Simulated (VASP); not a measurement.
## BiB (rocksalt type): electric field gradients with PBE

The system is BiB (rocksalt type).

```
CELL_PARAMETERS angstrom
0.00000 2.63808 2.63808
2.63808 0.00000 2.63808
2.63808 2.63808 0.00000
ATOMIC_POSITIONS crystal
B 0.00000 0.00000 0.00000
Bi 0.50000 0.50000 0.50000
```

```json
{
  "Program": "VASP 6.6.1",
  "Task": "electric field gradients",
  "Functional": "PBE",
  "Potentials or basis": "VASP PAW PBE potentials, release 64 (B, Bi_d)",
  "Cutoff": "520 eV",
  "k mesh": "12 × 12 × 12",
  "Occupations": "fermi-dirac, width 0.05 eV",
  "Spin": "no spin polarisation",
  "Dipole correction": "no",
  "Further INCAR settings": "ALGO = Normal; EDIFF = 1e-08; NBANDS = 16"
}
```

```
Pressure               : 0.0 GPa
Band gap on the k mesh : zero (band 9 reaches 9.24 eV, above the bottom of band 10 at 5.24 eV)
```

Levels at points of the mesh, in eV from the Fermi level:
```
           k point  band 6  band 7  band 8  band 9  band 10  band 11  band 12  band 13
(0.00, 0.00, 0.00)  -14.08   -0.06   -0.06   -0.06     0.01     6.55     6.55     6.55
(0.50, 0.00, 0.00)  -11.30   -8.27    1.06    1.06     1.88     1.88     2.81     2.82
(0.50, 0.50, 0.00)  -10.39   -6.07   -4.06   -2.84    -2.84     4.06     8.40     8.40
```

It took 28 s on 1 thread of Intel(R) Xeon(R) Platinum 8488C (Sapphire Rapids), with other jobs on the host, peak memory 0.18 GiB.

Caveat: without QUAD_EFG the Cq values of the log hold for a quadrupole moment of 1 mb, not for the nuclei; spin-orbit coupling is left out, which moves the levels of the heavy elements.
